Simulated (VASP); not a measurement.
# C (Pm-3m) in VASP: further runs

C is run at these levels: PBE; tasks: relaxation of cell and atoms.

All numbers are computed with VASP 6.6.1; they aren't measurements. Logs are shortened: lines on timing, memory, paths and dates and some standing lists are left out, and cuts for length are marked.

### 1 The cell of the first run

It takes space group Pm-3m (No. 221, cubic). Conventional cell: a = 1.773 Å, b = 1.773 Å, c = 1.773 Å, α = 90.00°, β = 90.00°, γ = 90.00°. Within 2.4 Å of C (site symmetry m-3m) lie 6 C at 1.77 Å.

### 2 Relaxation of cell and atoms, PBE, target pressure 2 GPa, at which the enthalpy is minimised

The input, INCAR:

```
PREC     = Accurate       # precision mode
ENCUT    = 600            # plane-wave cutoff, eV
EDIFF    = 1E-6           # SCF threshold, eV
ISMEAR   = -1             # smearing method
SIGMA    = 0.08           # smearing width, eV
LREAL    = False          # projectors in reciprocal space
LASPH    = True           # aspherical terms in the spheres
NELM     = 60             # most SCF steps
ALGO     = Normal         # electronic algorithm
ISIF     = 3              # what is computed and relaxed
LWAVE    = False          # write WAVECAR
LCHARG   = False          # write CHGCAR
GGA      = PE             # functional
IBRION   = 2              # ionic algorithm
NSW      = 32             # ionic steps
EDIFFG   = -0.005         # ionic threshold
PSTRESS  = 20.0
```

The input, KPOINTS:

```
Automatic mesh
0
Gamma
  20 20 20
```

The input, POSCAR:

```
C
1.0
    1.7725423711      0.0000000000      0.0000000000
    0.0000000000      1.7725423711      0.0000000000
    0.0000000000      0.0000000000      1.7725423711
C
1
Direct
    0.0000000000      0.0000000000      0.0000000000
```

Potentials or basis: VASP PAW PBE potentials, release 64 (C).

The run is started by

```console
cat potpaw_PBE.64/C/POTCAR > POTCAR
mpirun -np 1 vasp_std > vasp.out
```

OUTCAR:

```text
PREC = Accurate
   ENCUT = 600
   EDIFF = 1E-6
   ISMEAR = -1
   LREAL = False
   LASPH = True
   NELM = 60
   ISIF = 3
   GGA = PE
   IBRION = 2
   NSW = 32
   EDIFFG = -0.005
   PSTRESS = 20.0

 ion  position               nearest neighbor table
   1  0.000  0.000  0.000-

  LATTYP: Found a simple cubic cell.
 ALAT       =     1.7725423711

  Lattice vectors:

 A1 = (   1.7725423711,   0.0000000000,   0.0000000000)
 A2 = (   0.0000000000,   1.7725423711,   0.0000000000)
 A3 = (   0.0000000000,   0.0000000000,   1.7725423711)

Analysis of symmetry for initial positions (statically):
=====================================================================
 Subroutine PRICEL returns:
 Original cell was already a primitive cell.

 Routine SETGRP: Setting up the symmetry group for a
 simple cubic supercell.

 Subroutine GETGRP returns: Found 48 space group operations
 (whereof 48 operations were pure point group operations)
 out of a pool of 48 trial point group operations.

The static configuration has the point symmetry O_h .

Analysis of symmetry for dynamics (positions and initial velocities):
=====================================================================
 Subroutine PRICEL returns:
 Original cell was already a primitive cell.

 Routine SETGRP: Setting up the symmetry group for a
 simple cubic supercell.

 Subroutine GETGRP returns: Found 48 space group operations
 (whereof 48 operations were pure point group operations)
 out of a pool of 48 trial point group operations.

The dynamic configuration has the point symmetry O_h .

 Subroutine INISYM returns: Found 48 space group operations
 (whereof 48 operations are pure point group operations),
 and found     1 'primitive' translations

----------------------------------------------------------------------------------------

                                     Primitive cell

  volume of cell :       5.5692

  direct lattice vectors                    reciprocal lattice vectors
     1.772542371  0.000000000  0.000000000     0.564161408  0.000000000  0.000000000
     0.000000000  1.772542371  0.000000000     0.000000000  0.564161408  0.000000000
     0.000000000  0.000000000  1.772542371     0.000000000  0.000000000  0.564161408

  length of vectors
     1.772542371  1.772542371  1.772542371     0.564161408  0.564161408  0.564161408

  position of ions in fractional coordinates (direct lattice)
[... 85 lines left out ...]
   POTIM  = 0.5000    time-step for ionic-motion
   TEBEG  =    0.0;   TEEND  =   0.0 temperature during run
   PSTRESS=   20.0 pullay stress
   NELECT =       4.0000    total number of electrons
   NUPDOWN=      -1.0000    fix difference up-down
   EMIN   =  10.00;   EMAX   =-10.00  energy-range for DOS
   EFERMI =   0.00;   METHOD = LEGACY
   ISMEAR =    -1;   SIGMA  =   0.08  broadening in eV -4-tet -1-fermi 0-gaus
   EFERMI_NEDOS =   21; number of points for ismear=-14 and -15
   IALGO  =     38    algorithm
   IMIX   =      4    mixing-type and parameters
     AMIX     =   0.40;   BMIX     =  1.00
     AMIX_MAG =   1.60;   BMIX_MAG =  1.00
  volume/ion in A,a.u.               =       5.57        37.58
  Fermi-wavevector in a.u.,A,eV,Ry     =   1.466104  2.770535 29.245204  2.149462
  Thomas-Fermi vector in A             =   2.581882
   LORBIT       =      0    0 simple, 1 ext, 2 COOP (PROOUT), +10 PAW based schemes
   GGA     = PE    functional components
   LHFCALC =     F    Hartree Fock is set to
   AEXX    =    0.0000 exact exchange contribution
   IVDW    =     0    specifies the selected vdW correction
   LEPSILON=     F    determine dielectric tensor
   LRPA    =     F    only Hartree local field effects (RPA)
 conjugate gradient relaxation of ions
 non-spin polarized calculation
  energy-cutoff  :      600.00
  volume of cell :        5.57
 maximum number of plane-waves:       196
   NGX =  7   NGY =  7   NGZ =  7

--------------------------------------- Ionic step        1  -------------------------------------------

 number of electron       4.0000000 magnetization

 Free energy of the ion-electron system (eV)
  ---------------------------------------------------
  ext. energy  EPLUGINS =         0.00000000
  ---------------------------------------------------
  free energy    TOTEN  =        -6.46533682 eV

  energy without entropy =       -6.45779074  energy(sigma->0) =       -6.46156378

------------------------ aborting loop because EDIFF is reached ----------------------------------------

  FORCE on cell =-STRESS in cart. coord.  units (eV):
  Direction    XX          YY          ZZ          XY          YZ          ZX
  --------------------------------------------------------------------------------------
  -------------------------------------------------------------------------------------
  Total        0.0608241      0.0608241      0.0608241      0.0000000      0.0000000     -0.0000000
  in kB       17.4983195     17.4983195     17.4983195      0.0000000      0.0000000     -0.0000000
  external PRESSURE =      -2.5016805 kB  Pullay stress =      20.0000000 kB
[... 61 lines left out ...]
--------------------------------------- Ionic step        3  -------------------------------------------

 number of electron       4.0000000 magnetization

 Free energy of the ion-electron system (eV)
  ---------------------------------------------------
  ext. energy  EPLUGINS =         0.00000000
  ---------------------------------------------------
  free energy    TOTEN  =        -6.46528569 eV

  energy without entropy =       -6.45773239  energy(sigma->0) =       -6.46150904

 E-fermi :  10.8005     XC(G=0): -13.8394

 val. band max:       10.7776177295   @ k =   0.4500   0.4000   0.2000
 cond. band min:      10.8031205806   @ k =   0.5000   0.4000   0.2000
 fundamental gap:      0.0255028511
 Fermi energy:        10.8004939705

 k-point     1 :       0.0000    0.0000    0.0000
  band No.  band energies     occupation
      1     -11.2594      2.00000
      2      20.2411      0.00000
      3      20.2411      0.00000
      4      20.2411      0.00000
      5      36.4231      0.00000
      6      36.4231      0.00000
[... 199 lines left out ...]
 k-point    24 :       0.2000    0.1000    0.0000
  band No.  band energies     occupation
      1      -9.3018      2.00000
      2      12.7875      0.00000
      3      19.0832      0.00000
      4      21.4800      0.00000
      5      40.0042      0.00000
      6      41.0166      0.00000

 [... further k-points ...]

------------------------ aborting loop because EDIFF is reached ----------------------------------------

  FORCE on cell =-STRESS in cart. coord.  units (eV):
  Direction    XX          YY          ZZ          XY          YZ          ZX
  --------------------------------------------------------------------------------------
  -------------------------------------------------------------------------------------
  Total        0.0709301      0.0709301      0.0709301     -0.0000000     -0.0000000     -0.0000000
  in kB       20.4217727     20.4217727     20.4217727     -0.0000000     -0.0000000     -0.0000000
  external PRESSURE =       0.4217727 kB  Pullay stress =      20.0000000 kB
[... 20 lines left out ...]
  energy  without entropy=       -6.4577323851  energy(sigma->0) =       -6.46150904

  enthalpy is  TOTEN    =        -6.3958205477 eV   P V=        0.0694651426

 reached required accuracy - stopping structural energy minimisation
```

CONTCAR:

```text
C
   1.00000000000000
     1.7720766622222575    0.0000000000000000   -0.0000000000000000
     0.0000000000000000    1.7720766622222575    0.0000000000000000
     0.0000000000000000    0.0000000000000000    1.7720766622222575
  C
     1
Direct
     0.0000000000000000    0.0000000000000000    0.0000000000000000

  0.00000000E+00  0.00000000E+00  0.00000000E+00
```

Wall time 8.1 s (1 thread of Intel Xeon 8259CL, shared host); peak memory 0.11 GiB.

Results:

| Property | Result |
| --- | --- |
| Free energy | -6.4653 eV |
| Relaxed volume | 5.56 Å³/atom |
| Relaxed cell | a = 1.772 Å, b = 1.772 Å, c = 1.772 Å, α = 90.00°, β = 90.00°, γ = 90.00° |
| Space group after relaxing (to 0.05 Å) | Pm-3m (No. 221) |
| Energy change on relaxing (the enthalpy is what falls) | +0.1 meV/atom |
| Ionic steps | 3 |
| Pressure after relaxing | 2.0 GPa |
| Band gap on the k mesh | zero (band 2 reaches 20.24 eV, above the bottom of band 3 at 8.12 eV) |

Final structure:
```xyz
1
Lattice="1.7721 0.0000 0.0000 0.0000 1.7721 0.0000 0.0000 0.0000 1.7721" Properties=species:S:1:pos:R:3 pbc="T T T"
C     0.0000    0.0000    0.0000
```

Levels at points of the mesh, in eV from the Fermi level:
| k point | band 1 | band 2 | band 3 | band 4 | band 5 | band 6 |
| --- | --- | --- | --- | --- | --- | --- |
| (0.00, 0.00, 0.00) | -22.06 | 9.44 | 9.44 | 9.44 | 25.62 | 25.62 |
| (0.50, 0.00, 0.00) | -12.60 | -12.11 | 12.76 | 12.76 | 29.78 | 33.46 |
| (0.50, 0.50, 0.00) | -5.96 | -5.96 | -2.68 | 8.28 | 15.44 | 41.76 |
| (0.50, 0.50, 0.50) | -0.90 | -0.90 | -0.90 | 8.65 | 17.57 | 17.57 |

Caveat: the cell is relaxed towards a set pressure, so the enthalpy falls and the energy may rise.

### 3 Relaxation of cell and atoms, PBE, target pressure 2 GPa, at which the enthalpy is minimised

This run uses another cell than the first one, of 7.77 Å³/atom, 1.395 times its volume.

The input, INCAR:

```
SYSTEM = C
PREC     = Accurate       ! precision mode
ENCUT    = 600            ! plane-wave cutoff, eV
EDIFF    = 1E-6           ! SCF threshold, eV
ISMEAR   = -1             ! smearing method
SIGMA    = 0.08           ! smearing width, eV
LREAL    = .False.        ! projectors in reciprocal space
LASPH    = .True.         ! aspherical terms in the spheres
NELM     = 80             ! most SCF steps
ALGO     = Normal         ! electronic algorithm
ISIF     = 3              ! what is computed and relaxed
LWAVE    = .False.        ! write WAVECAR
LCHARG   = .False.        ! write CHGCAR
GGA      = PE             ! functional
IBRION   = 2              ! ionic algorithm
NSW      = 60             ! ionic steps
EDIFFG   = -0.005         ! ionic threshold
PSTRESS  = 20.0
```

The input, KPOINTS:

```
Automatic mesh
0
Gamma
  20 20 20
  0 0 0
```

The input, POSCAR:

```
C
1.0
    1.9806894537      0.0000000000      0.0000000000
    0.0000000000      1.9806894537      0.0000000000
    0.0000000000      0.0000000000      1.9806894537
C
1
Direct
    0.0000000000      0.0000000000      0.0000000000
```

Potentials or basis: VASP PAW PBE potentials, release 64 (C).

The run is started by

```console
cat potpaw_PBE.64/C/POTCAR > POTCAR
mpirun -np 1 vasp_std > vasp.out
```

OUTCAR:

```text
SYSTEM = C
   PREC = Accurate
   ENCUT = 600
   EDIFF = 1E-6
   ISMEAR = -1
   LREAL = .False.
   LASPH = .True.
   NELM = 80
   ISIF = 3
   GGA = PE
   IBRION = 2
   NSW = 60
   EDIFFG = -0.005
   PSTRESS = 20.0

 ion  position               nearest neighbor table
   1  0.000  0.000  0.000-

  LATTYP: Found a simple cubic cell.
 ALAT       =     1.9806894537

  Lattice vectors:

 A1 = (   1.9806894537,   0.0000000000,   0.0000000000)
 A2 = (   0.0000000000,   1.9806894537,   0.0000000000)
 A3 = (   0.0000000000,   0.0000000000,   1.9806894537)

Analysis of symmetry for initial positions (statically):
=====================================================================
 Subroutine PRICEL returns:
 Original cell was already a primitive cell.

 Routine SETGRP: Setting up the symmetry group for a
 simple cubic supercell.

 Subroutine GETGRP returns: Found 48 space group operations
 (whereof 48 operations were pure point group operations)
 out of a pool of 48 trial point group operations.

The static configuration has the point symmetry O_h .

Analysis of symmetry for dynamics (positions and initial velocities):
=====================================================================
 Subroutine PRICEL returns:
 Original cell was already a primitive cell.

 Routine SETGRP: Setting up the symmetry group for a
[... 146 lines left out ...]

 Free energy of the ion-electron system (eV)
  ---------------------------------------------------
  ext. energy  EPLUGINS =         0.00000000
  ---------------------------------------------------
  free energy    TOTEN  =        -5.98182133 eV

  energy without entropy =       -5.97204654  energy(sigma->0) =       -5.97693393

 E-fermi :   6.1358     XC(G=0): -12.2126

 val. band max:        6.1339741016   @ k =   0.4500   0.4000   0.4000
 cond. band min:       6.1411700593   @ k =   0.4500   0.4000   0.3000
 fundamental gap:      0.0071959577
 Fermi energy:         6.1358352900

 k-point     1 :       0.0000    0.0000    0.0000
  band No.  band energies     occupation
      1     -11.4413      2.00000
      2      13.1996      0.00000
      3      13.1996      0.00000
      4      13.1996      0.00000
      5      28.7232      0.00000
      6      28.7232      0.00000
[... 313 lines left out ...]
  energy  without entropy=       -6.4640891440  energy(sigma->0) =       -6.46788371

  enthalpy is  TOTEN    =        -6.4024861875 eV   P V=        0.0691920873

[... ionic steps 4 to 13 ...]

--------------------------------------- Ionic step       14  -------------------------------------------

 number of electron       4.0000000 magnetization

------------------------ aborting loop because EDIFF is reached ----------------------------------------
[... 69 lines left out ...]
--------------------------------------- Ionic step       16  -------------------------------------------

 number of electron       4.0000000 magnetization

 Free energy of the ion-electron system (eV)
  ---------------------------------------------------
  ext. energy  EPLUGINS =         0.00000000
  ---------------------------------------------------
  free energy    TOTEN  =        -6.47194856 eV

  energy without entropy =       -6.46438331  energy(sigma->0) =       -6.46816593

 E-fermi :  10.8104     XC(G=0): -13.8427

 val. band max:       10.7888568946   @ k =   0.4500   0.4000   0.2000
 cond. band min:      10.8143099851   @ k =   0.5000   0.4000   0.2000
 fundamental gap:      0.0254530905
 Fermi energy:        10.8103600129

 k-point     1 :       0.0000    0.0000    0.0000
  band No.  band energies     occupation
      1     -11.2596      2.00000
      2      20.2567      0.00000
      3      20.2567      0.00000
      4      20.2567      0.00000
      5      36.4410      0.00000
      6      36.4410      0.00000
[... 239 lines left out ...]
  energy  without entropy=       -6.4643833077  energy(sigma->0) =       -6.46816593

  enthalpy is  TOTEN    =        -6.4025342806 eV   P V=        0.0694142794

 reached required accuracy - stopping structural energy minimisation
```

CONTCAR:

```text
C
   1.00000000000000
     1.7716440451917117    0.0000000000000000   -0.0000000000000000
    -0.0000000000000000    1.7716440451917115   -0.0000000000000000
     0.0000000000000000   -0.0000000000000000    1.7716440451917117
  C
     1
Direct
     0.0000000000000000    0.0000000000000000    0.0000000000000000

  0.00000000E+00  0.00000000E+00  0.00000000E+00
```

Run time: 38 s. Hardware: 1 thread of Intel Xeon 8259CL, shared host; peak memory 0.12 GiB.

Results:

| Item | Value |
| --- | --- |
| Free energy | -6.4719 eV |
| Relaxed volume | 5.56 Å³/atom |
| Relaxed cell | a = 1.772 Å, b = 1.772 Å, c = 1.772 Å, α = 90.00°, β = 90.00°, γ = 90.00° |
| Space group after relaxing (to 0.05 Å) | Pm-3m (No. 221) |
| Energy change on relaxing (the enthalpy is what falls) | -490.1 meV/atom |
| Ionic steps | 16 |
| Pressure after relaxing | 2.1 GPa |
| Band gap on the k mesh | zero (band 2 reaches 20.26 eV, above the bottom of band 3 at 8.13 eV) |

Step by step:
```tsv
step	energy change (eV)	largest force (eV/Å)	pressure (GPa)	volume (Å³)
1	0.0000	0.0000	-53.49	7.77
2	-0.4441	0.0000	33.24	5.12
3	-0.4899	0.0000	3.01	5.54
4	-0.4903	0.0000	0.82	5.58
5	-0.4903	0.0000	0.84	5.58
6	-0.4903	0.0000	0.91	5.58
7	-0.4903	0.0000	0.94	5.58
8	-0.4903	0.0000	0.94	5.58
9	-0.4903	0.0000	0.94	5.58
10	-0.4903	0.0000	0.95	5.58
11	-0.4903	0.0000	0.96	5.58
12	-0.4903	0.0000	1.00	5.58
13	-0.4903	0.0000	1.06	5.58
14	-0.4903	0.0000	1.18	5.58
15	-0.4902	0.0000	1.51	5.57
16	-0.4901	0.0000	2.10	5.56
```

Final structure:
```
CELL_PARAMETERS angstrom
1.77164 0.00000 0.00000
0.00000 1.77164 0.00000
0.00000 0.00000 1.77164
ATOMIC_POSITIONS crystal
C 0.00000 0.00000 0.00000
```

Caveat: the cell is relaxed towards a set pressure, so the enthalpy falls and the energy may rise; the volume moved by over 15 % at a fixed basis, so the end points are rough.
